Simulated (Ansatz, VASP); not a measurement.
## ZnH2 in VASP and in Ansatz

The input INCAR:

```
SYSTEM = ZnH2
ALGO = Normal
EDIFF = 1E-6
ENCUT = 500
GGA = PE
GGA_COMPAT = .FALSE.
ISIF = 2
ISMEAR = 0
LASPH = .TRUE.
LCHARG = .TRUE.
LELF = .TRUE.
LREAL = .FALSE.
LVHAR = .TRUE.
LWAVE = .FALSE.
NBANDS = 14
NELM = 120
PREC = Accurate
SIGMA = 0.02
```

File KPOINTS:

```
k-points
0
G
  12 12 6
  0 0 0
```

File POSCAR:

```
ZnH2
1.0
    2.7908798885      0.0000000000      0.0000000000
   -1.3954399442      2.4169728823      0.0000000000
    0.0000000000      0.0000000000      5.1702593619
Zn H
1 2
Direct
    0.0000000000      0.0000000000      0.0000000000
    0.6666666667      0.3333333333      0.8122047904
    0.3333333333      0.6666666667      0.1877952096
```

Input for Ansatz:

```yaml
crystal:
  lattice:
    - [2.7908798885, 0.0, 0.0]
    - [-1.3954399442, 2.4169728823, 0.0]
    - [0.0, 0.0, 5.1702593619]
  atoms:
    - { symbol: Zn, position: [0.0, 0.0, 0.0] }
    - { symbol: H, position: [0.6666666667, 0.3333333333, 0.8122047904] }
    - { symbol: H, position: [0.3333333333, 0.6666666667, 0.1877952096] }
basis:
  ecutwfc: "500 eV"
kpoints:
  mp_grid: { grid: [12, 12, 6] }
hamiltonian:
  xc: pbe
scf:
  occupations: { method: gaussian, width: 0.02 }
output:
  forces: true
  eigenvalues: true
  stress: true
```

Alike in both runs: task single point; functional PBE; k mesh 12 × 12 × 6; occupations gaussian, width 0.02 eV; no spin polarisation.

|  | VASP | Ansatz |
| --- | --- | --- |
| version | VASP 6.6.1 | Ansatz 0.2.0 |
| potentials or method | VASP PAW PBE potentials, release 64 (Zn, H), cutoff 500 eV | scalar-relativistic, plane waves, PAW |
| valence electrons in the cell | 14 | 14 |

|  | VASP | Ansatz | Ansatz less VASP |
| --- | --- | --- | --- |
| gap on the k mesh at the Fermi level (eV) | 2.22 | 2.22 | -0.003 |
| pressure (GPa) | 0.0 | 0.0 | -0.03 |
| rms of the force components (eV/Å) | 0.007 | 0.001 | -0.0060 |

Atom by atom the forces differ by 0.007 eV/Å (rms over components).
